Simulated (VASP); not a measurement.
# Pd (P6_3/mmc) in VASP: notebook, part 2 of 2

VASP 6.6.1.

## (5) Single point, PBE (volume scaled by 0.6)

INCAR reads:

```
PREC = Accurate
ENCUT = 520
EDIFF = 1E-6
ISMEAR = -1
SIGMA = 0.1
LREAL = F
LASPH = T
NELM = 80
ALGO = Normal
ISIF = 2
LWAVE = F
LCHARG = F
GGA = PE
NBANDS = 17
```

KPOINTS reads:

```
Automatic mesh
0
Gamma
  17 17 9
```

POSCAR reads:

```
Pd
1.0
    2.3442097368      0.0000000000      0.0000000000
   -1.1721048684      2.0301451839      0.0000000000
    0.0000000000      0.0000000000      3.8904479330
Pd
2
Direct
    0.3333333333      0.6666666667      0.2500000000
    0.6666666667      0.3333333333      0.7500000000
```

Potentials or basis: VASP PAW PBE potentials, release 64 (Pd).

Launch:

```
cat potpaw_PBE.64/Pd/POTCAR > POTCAR
mpirun -np 1 vasp_std > vasp.out
```

OUTCAR:

```text
PREC = Accurate
   ENCUT = 520
   EDIFF = 1E-6
   ISMEAR = -1
   LREAL = F
   LASPH = T
   NELM = 80
   ISIF = 2
   GGA = PE

 ion  position               nearest neighbor table
   1  0.333  0.667  0.250-   2 2.37   2 2.37   2 2.37   2 2.37   2 2.37   2 2.37   2 3.33   2 3.33
                             2 3.33   2 3.33   2 3.33   2 3.33
   2  0.667  0.333  0.750-   1 2.37   1 2.37   1 2.37   1 2.37   1 2.37   1 2.37   1 3.33   1 3.33
                             1 3.33   1 3.33   1 3.33   1 3.33

  LATTYP: Found a hexagonal cell.
 ALAT       =     2.3442097368
 C/A-ratio  =     1.6595989138

  Lattice vectors:

 A1 = (   2.3442097368,   0.0000000000,   0.0000000000)
 A2 = (  -1.1721048684,   2.0301451839,   0.0000000000)
 A3 = (   0.0000000000,   0.0000000000,   3.8904479330)

Analysis of symmetry for initial positions (statically):
=====================================================================
 Subroutine PRICEL returns:
 Original cell was already a primitive cell.

 Routine SETGRP: Setting up the symmetry group for a
 hexagonal supercell.

 Subroutine GETGRP returns: Found 24 space group operations
 (whereof 12 operations were pure point group operations)
 out of a pool of 24 trial point group operations.

The static configuration has the point symmetry D_3d.
 The point group associated with its full space group is D_6h.

Analysis of symmetry for dynamics (positions and initial velocities):
=====================================================================
 Subroutine PRICEL returns:
 Original cell was already a primitive cell.

 Routine SETGRP: Setting up the symmetry group for a
 hexagonal supercell.

 Subroutine GETGRP returns: Found 24 space group operations
 (whereof 12 operations were pure point group operations)
 out of a pool of 24 trial point group operations.
[... 110 lines left out ...]
   POTIM  = 0.5000    time-step for ionic-motion
   TEBEG  =    0.0;   TEEND  =   0.0 temperature during run
   PSTRESS=    0.0 pullay stress
   NELECT =      20.0000    total number of electrons
   NUPDOWN=      -1.0000    fix difference up-down
   EMIN   =  10.00;   EMAX   =-10.00  energy-range for DOS
   EFERMI =   0.00;   METHOD = LEGACY
   ISMEAR =    -1;   SIGMA  =   0.10  broadening in eV -4-tet -1-fermi 0-gaus
   EFERMI_NEDOS =   21; number of points for ismear=-14 and -15
   IALGO  =     38    algorithm
   IMIX   =      4    mixing-type and parameters
     AMIX     =   0.40;   BMIX     =  1.00
     AMIX_MAG =   1.60;   BMIX_MAG =  1.00
  volume/ion in A,a.u.               =       9.26        62.47
  Fermi-wavevector in a.u.,A,eV,Ry     =   1.679747  3.174261 38.389500  2.821549
  Thomas-Fermi vector in A             =   2.763604
   LORBIT       =      0    0 simple, 1 ext, 2 COOP (PROOUT), +10 PAW based schemes
   GGA     = PE    functional components
   LHFCALC =     F    Hartree Fock is set to
   AEXX    =    0.0000 exact exchange contribution
   IVDW    =     0    specifies the selected vdW correction
   LEPSILON=     F    determine dielectric tensor
   LRPA    =     F    only Hartree local field effects (RPA)
 non-spin polarized calculation
  energy-cutoff  :      520.00
  volume of cell :       18.51
 maximum number of plane-waves:       531
 NGX is ok and might be reduce to    18
   NGX =  9   NGY =  9   NGZ = 15

 number of electron      20.0000002 magnetization

 Free energy of the ion-electron system (eV)
  ---------------------------------------------------
  ext. energy  EPLUGINS =         0.00000000
  ---------------------------------------------------
  free energy    TOTEN  =        -3.02180983 eV

  energy without entropy =       -2.94417443  energy(sigma->0) =       -2.98299213

 E-fermi :  20.1751     XC(G=0): -16.2945

 val. band max:       20.1749669652   @ k =   0.4118   0.0588   0.0000
 cond. band min:      20.1951074352   @ k =   0.3529   0.2353   0.3333
 fundamental gap:      0.0201404701
 Fermi energy:        20.1751046179

 k-point     1 :       0.0000    0.0000    0.0000
  band No.  band energies     occupation
      1       8.8173      2.00000
      2       9.8957      2.00000
      3      13.9587      2.00000
      4      14.3180      2.00000
      5      14.3180      2.00000
      6      15.1236      2.00000
[... 457 lines left out ...]
      4      12.3666      2.00000
      5      14.0796      2.00000
      6      14.5907      2.00000
[... 9 lines left out ...]
     16      38.6985      0.00000
     17      41.9339      0.00000

 [... further k-points ...]
[... 5 lines left out ...]
  --------------------------------------------------------------------------------------
  -------------------------------------------------------------------------------------
  Total       37.5645555     37.5645555     37.6174520     -0.0000000      0.0000000      0.0000000
  in kB     3250.6159844   3250.6159845   3255.1933363     -0.0000000      0.0000000      0.0000000
  external PRESSURE =    3252.1417684 kB  Pullay stress =       0.0000000 kB

 VOLUME and BASIS-vectors are now :
 -----------------------------------------------------------------------------
  energy-cutoff  :      520.00
  volume of cell :       18.51
      direct lattice vectors                 reciprocal lattice vectors
     2.344209737  0.000000000  0.000000000     0.426582991  0.246287804  0.000000000
    -1.172104868  2.030145184  0.000000000     0.000000000  0.492575609  0.000000000
     0.000000000  0.000000000  3.890447933     0.000000000  0.000000000  0.257039811

 POSITION                                       TOTAL-FORCE (eV/Angst)
 -----------------------------------------------------------------------------------
     -0.00000      1.35343      0.97261         0.000000      0.000000      0.000000
      1.17210      0.67672      2.91784        -0.000000     -0.000000      0.000000
 -----------------------------------------------------------------------------------
    total drift:                               -0.000000      0.000000     -0.000000

  FREE ENERGIE OF THE ION-ELECTRON SYSTEM (eV)
  ---------------------------------------------------
  free  energy   TOTEN  =        -3.0218098256 eV

  energy  without entropy=       -2.9441744259  energy(sigma->0) =       -2.98299213
```

OSZICAR:

```text
N       E                     dE             d eps       ncg     rms          rms(c)
DAV:   1     0.125879850473E+03    0.12588E+03   -0.11011E+04  5610   0.125E+03
DAV:   2    -0.168795159652E+01   -0.12757E+03   -0.12217E+03  5934   0.290E+02
DAV:   3    -0.373491642068E+01   -0.20470E+01   -0.20388E+01  6958   0.405E+01
DAV:   4    -0.374610336000E+01   -0.11187E-01   -0.11186E-01  6709   0.282E+00
DAV:   5    -0.374622404199E+01   -0.12068E-03   -0.12068E-03  7081   0.294E-01    0.435E+01
DAV:   6    -0.325135882063E+01    0.49487E+00   -0.13829E-01  7281   0.454E+00    0.249E+01
DAV:   7    -0.302662989220E+01    0.22473E+00   -0.76555E-02  7680   0.329E+00    0.144E+00
DAV:   8    -0.302180809781E+01    0.48218E-02   -0.20138E-02  6499   0.151E+00    0.136E-01
DAV:   9    -0.302179160059E+01    0.16497E-04   -0.18240E-04  7255   0.130E-01    0.338E-02
DAV:  10    -0.302180971762E+01   -0.18117E-04   -0.11138E-05  7620   0.261E-02    0.584E-03
DAV:  11    -0.302180982557E+01   -0.10795E-06   -0.46450E-07  4251   0.777E-03
   1 F= -.30218098E+01 E0= -.29829921E+01  d E =-.776354E-01
```

stdout:

```text
POSCAR found type information on POSCAR Pd
 POSCAR found :  1 types and       2 ions
 scaLAPACK will be used
 LDA part: xc-table for (Slater+PW92), standard interpolation
 POSCAR, INCAR and KPOINTS ok, starting setup
 FFT: planning ... GRIDC
 FFT: planning ... GRID_SOFT
 FFT: planning ... GRID
 WAVECAR not read
 entering main loop
```

Wall time 26 s (1 thread of Intel Xeon 6975P-C, shared host); peak memory 0.16 GiB.

Results:

```yaml
Free_energy: -3.0218 eV
Pressure: 325.2 GPa
Band_gap_on_the_k_mesh: zero (band 10 reaches 20.67 eV, above the bottom of band 11 at 18.86 eV)
```

## (6) Single point, PBE (volume scaled by 0.6)

INCAR reads:

```
SYSTEM = Pd
ALGO     = Normal         ! electronic algorithm
EDIFF    = 1E-6           ! SCF threshold, eV
ENCUT    = 520            ! plane-wave cutoff, eV
GGA      = PE             ! functional
ISIF     = 2              ! what is computed and relaxed
ISMEAR   = -1             ! smearing method
LASPH    = .True.         ! aspherical terms in the spheres
LCHARG   = .True.         ! write CHGCAR
LELF     = .True.         ! ELF
LREAL    = .False.        ! projectors in reciprocal space
LVHAR    = .True.       
LWAVE    = .False.        ! write WAVECAR
NBANDS   = 17             ! bands
NELM     = 80             ! most SCF steps
PREC     = Accurate       ! precision mode
SIGMA    = 0.1            ! smearing width, eV
```

KPOINTS reads:

```
k-points
0
Gamma
  17 17 9
  0 0 0
```

POSCAR is that of step 5.

Potentials or basis: VASP PAW PBE potentials, release 64 (Pd).

Launch:

```
cat potpaw_PBE.64/Pd/POTCAR > POTCAR
mpirun -np 1 vasp_std > vasp.out
```

Wall time 25 s (1 thread of Intel Xeon 6975P-C, shared host); peak memory 0.16 GiB.

Results (log left out):

- Free energy: -3.0218 eV
- Pressure: 325.2 GPa
- Band gap on the k mesh: zero (band 10 reaches 20.67 eV, above the bottom of band 11 at 18.86 eV)

Stress tensor (GPa, compression positive):
```
325.06   0.00   0.00
  0.00 325.06   0.00
  0.00   0.00 325.52
```

Levels at points of the mesh, in eV from the Fermi level:
```tsv
k point	band 8	band 9	band 10	band 11	band 12	band 13
(0.00, 0.00, 0.00)	-3.67	-3.67	-0.60	-0.60	-0.13	11.89
```
